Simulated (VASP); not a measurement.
Runs of VASP 6.6.1 on Sc. The structure is that of space group Fm-3m (No. 225), or close to it. The cells are those of the table. 

```tsv
cell	gap on the mesh (eV)	pressure (GPa)
a = 3.211, b = 3.211, c = 3.163 Å, angles 60.5, 60.5, 59.0°, 1 atom	none	1.3
a = 3.259, b = 3.259, c = 3.211 Å, angles 60.5, 60.5, 59.0°, 1 atom	none	(a)
a = 3.211, b = 3.211, c = 3.259 Å, angles 59.5, 59.5, 61.0°, 1 atom	none	(b)
a = 3.235, b = 3.235, c = 3.211 Å, angles 60.2, 60.2, 59.5°, 1 atom	none	-0.3
a = 3.235, b = 3.235, c = 3.259 Å, angles 59.8, 59.8, 60.5°, 1 atom	none	-1.1
```

Alike in all rows: task single point; level PBEsol; potentials or basis VASP PAW PBE potentials, release 64 (Sc_sv); no spin polarisation; k mesh 18 × 18 × 18; cutoff (eV) 520; smearing gaussian 0.15 eV.

Problem. Fill in the values left out.

Solution. (a) -1.2; (b) -0.4.

Caveats: the PAW data sets were made with another functional, which shifts forces and pressure a little.

A gap of «none» marks levels without a gap at the run's occupations.
